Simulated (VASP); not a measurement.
Here is a VASP 6.6.1 calculation.

The input POSCAR:

```
Au
1.0
    2.9869983627      0.0000000000      0.0000000000
   -1.4934991814      2.5868164632      0.0000000000
    0.0000000000      0.0000000000      4.7336000000
Au
2
Direct
    0.3333333333      0.6666666667      0.7500000000
    0.6666666667      0.3333333333      0.2500000000
```

File INCAR.step1:

```
SYSTEM = Au
PREC = Accurate
ENCUT = 520
ISMEAR = 0
SIGMA = 0.15
LREAL = .FALSE.
LASPH = .TRUE.
NELM = 60
NBANDS = 18
GGA = PE
ALGO = Normal
EDIFF = 1E-4
LWAVE = .TRUE.
LCHARG = .FALSE.
```

Contents of INCAR.step2:

```
SYSTEM = Au
PREC = Accurate
ENCUT = 520
EDIFF = 1E-7
ISMEAR = 0
SIGMA = 0.15
LREAL = .FALSE.
LASPH = .TRUE.
NELM = 60
ALGO = Normal
ISIF = 2
LWAVE = .FALSE.
LCHARG = .FALSE.
METAGGA = R2SCAN
LMIXTAU = .TRUE.
NBANDS = 18
ISTART = 1
```

File KPOINTS:

```
regular mesh
0
G
  18 18 10
  0 0 0
```

Potentials or basis: VASP PAW PBE potentials, release 64 (Au).

Launch:

```console
$ cat potpaw_PBE.64/Au/POTCAR > POTCAR
$ cp INCAR.step1 INCAR
$ mpirun -np 1 vasp_std > vasp.out
$ cp INCAR.step2 INCAR
$ mpirun -np 1 vasp_std > vasp.out
```

**Question.** Predict the pressure.

**Answer.** -4.8 GPa.

**Question.** Predict the band gap on the k mesh.

**Answer.** Zero (bands 11 and 12 overlap by 6.75 eV).

Stress tensor (GPa, compression positive):
```
-5.85  0.00  0.00
 0.00 -5.85  0.00
 0.00  0.00 -2.84
```

Caveat: the cell differs from its parent crystal (strain +0.030 along x and y, -0.030 along z); the cell stands under tension; the PAW data sets were made with another functional, which shifts forces and pressure a little; spin-orbit coupling is left out, which moves the levels of the heavy elements.
